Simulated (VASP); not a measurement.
A run of VASP 6.6.1:

File INCAR:

```
ALGO     = Normal         # electronic algorithm
EDIFF    = 1E-6           # SCF threshold, eV
ENCUT    = 520            # plane-wave cutoff, eV
GGA      = PE             # functional
ISIF     = 2              # what is computed and relaxed
ISMEAR   = 0              # smearing method
ISPIN    = 2              # spin polarisation
LASPH    = T              # aspherical terms in the spheres
LCHARG   = F              # write CHGCAR
LMAXMIX  = 4              # l up to which the mixer works
LORBIT   = 11             # projections on sites
LREAL    = F              # projectors in reciprocal space
LWAVE    = F              # write WAVECAR
MAGMOM   = 1 0 0          # initial moments
NBANDS   = 22             # bands
NELM     = 150            # most SCF steps
PREC     = Accurate       # precision mode
SIGMA    = 0.1            # smearing width, eV
```

File KPOINTS:

```
k-points
0
Gamma
  6 6 6
```

POSCAR

```
NbC2
1.0
    3.2108181477      0.0000000000      0.0000000000
   -1.6054090738      2.7806500828      0.0000000000
    0.0000000000      0.0000000000      3.0663292664
Nb C
1 2
Direct
    0.0000000000      0.0000000000      0.0000000000
    0.3333333333      0.6666666667      0.5000000000
    0.6666666667      0.3333333333      0.5000000000
```

Potentials or basis: VASP PAW PBE potentials, release 64 (Nb_sv, C).

Command:

```console
$ cat potpaw_PBE.64/Nb_sv/POTCAR potpaw_PBE.64/C/POTCAR > POTCAR
$ mpirun -np 1 vasp_std > vasp.out
```

Hardware: 1 thread of Intel Xeon 8259CL (shared host).

Problem. Estimate the wall time of this run.

Solution. Run time: 40 s on 1 thread of Intel Xeon 8259CL (shared host), peak memory 0.16 GiB. Counts: scf iterations 13, k points 28.
